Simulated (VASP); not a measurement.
A run of VASP 6.6.1 is set up as follows.

File INCAR:

```
  ALGO = Normal
  EDIFF = 1E-6
  ENCUT = 520
  GGA = PE
  ISIF = 2
  ISMEAR = 0
  LASPH = True
  LCHARG = True
  LELF = True
  LREAL = False
  LVHAR = True
  LWAVE = False
  NBANDS = 30
  NELM = 80
  PREC = Accurate
  SIGMA = 0.1
```

File KPOINTS:

```
k-points
0
Gamma
  6 6 10
```

POSCAR

```
GaSbTe4
1.0
    4.8294619007     -4.9413870560      0.0000000000
    4.8294619007      4.9413870560      0.0000000000
    0.0000000000      0.0000000000      4.2758510123
Ga Sb Te
1 1 4
Direct
    0.0000000000      0.0000000000      0.5000000000
    0.5000000000      0.5000000000      0.0000000000
    0.8135291046      0.8135291046      0.0000000000
    0.7119950981      0.2880049019      0.5000000000
    0.1864708954      0.1864708954      0.0000000000
    0.2880049019      0.7119950981      0.5000000000
```

Potentials or basis: VASP PAW PBE potentials, release 64 (Ga_d, Sb, Te).

Launch:

```sh
$ cat potpaw_PBE.64/Ga_d/POTCAR potpaw_PBE.64/Sb/POTCAR potpaw_PBE.64/Te/POTCAR > POTCAR
$ mpirun -np 1 vasp_std > vasp.out
```

Q: What does it give for the largest force?

A: 0.007 eV/Å.

Q: Estimate the band gap on the k mesh.

A: Zero (bands 21 and 22 overlap by 0.73 eV).

Forces in eV/Å, atoms in the order of the input:
```
Ga   0.000  0.000  0.000
Sb   0.000  0.000  0.000
Te  -0.007  0.000  0.000
Te   0.000  0.003  0.000
Te   0.007  0.000  0.000
Te   0.000 -0.003  0.000
```

Caveat: spin-orbit coupling is left out, which moves the levels of the heavy elements.
